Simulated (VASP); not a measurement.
Input of a VASP 6.6.1 run:

INCAR

```
  PREC = Accurate
  ENCUT = 520
  EDIFF = 1E-6
  ISMEAR = 0
  SIGMA = 0.15
  LREAL = False
  LASPH = True
  NELM = 80
  ALGO = Normal
  ISIF = 2
  LWAVE = False
  LCHARG = True
  GGA = PE
  IVDW = 12
  LELF = True
  LVHAR = True
  NBANDS = 9
```

File KPOINTS:

```
Automatic mesh
0
Gamma
  20 20 20
```

The input POSCAR:

```
S
1.0
    0.0000000000      1.9943503440      1.9943503440
    2.0541808543      0.0000000000      1.9943503440
    2.0541808543      1.9943503440      0.0000000000
S
1
Direct
    0.0000000000      0.0000000000      0.0000000000
```

Potentials or basis: VASP PAW PBE potentials, release 64 (S).

Command:

```console
$ cat potpaw_PBE.64/S/POTCAR > POTCAR
$ mpirun -np 1 vasp_std > vasp.out
```

Q: Predict the band gap on the k mesh.

A: Zero (band 3 reaches 10.03 eV, above the bottom of band 4 at 4.55 eV).

Q: Predict the pressure.

A: -6.0 GPa.

Stress tensor (GPa, compression positive):
```
-4.27  0.00  0.00
 0.00 -6.87  0.00
 0.00  0.00 -6.87
```

Caveat: the cell differs from its parent crystal (strain +0.0300 x Voigt [1, 0, 0, 0, 0, 0]); pairwise dispersion overbinds metals, which lowers pressure and volume.
